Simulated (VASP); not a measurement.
Mo, 2 atoms in the cell. Symmetry: P6_3/mmc, No. 194, hexagonal system. Conventional cell: a = 2.662 Å, b = 2.662 Å, c = 4.621 Å, α = 90.00°, β = 90.00°, γ = 120.00°. Within 3.5 Å of Mo (site symmetry -6m2) lie 12 Mo at 2.66 to 2.78 Å. This isn't the form of Mo at room conditions, which is bcc.

```yaml
Program: VASP 6.6.1
Task: single point
Functional: PBE
Potentials_or_basis: VASP PAW PBE potentials, release 64 (Mo_sv)
Cutoff: 520 eV
k_mesh: 15 × 15 × 8
Occupations: fermi-dirac, width 0.08 eV
Spin: no spin polarisation
Dipole_correction: no
Further_INCAR_settings: ALGO = Normal; EDIFF = 1e-06; NBANDS = 21
```

Potentials or basis: VASP PAW PBE potentials, release 64 (Mo_sv).

Launch:

```console
$ cat potpaw_PBE.64/Mo_sv/POTCAR > POTCAR
$ mpirun -np 1 vasp_std > vasp.out
```

Hardware: 1 thread of Intel Xeon 8259CL (shared host).

Estimate the wall time of this run.

It took 70 s on 1 thread of Intel Xeon 8259CL, on a shared host, peak memory 0.19 GiB. Counts: scf iterations 11, k points 135.
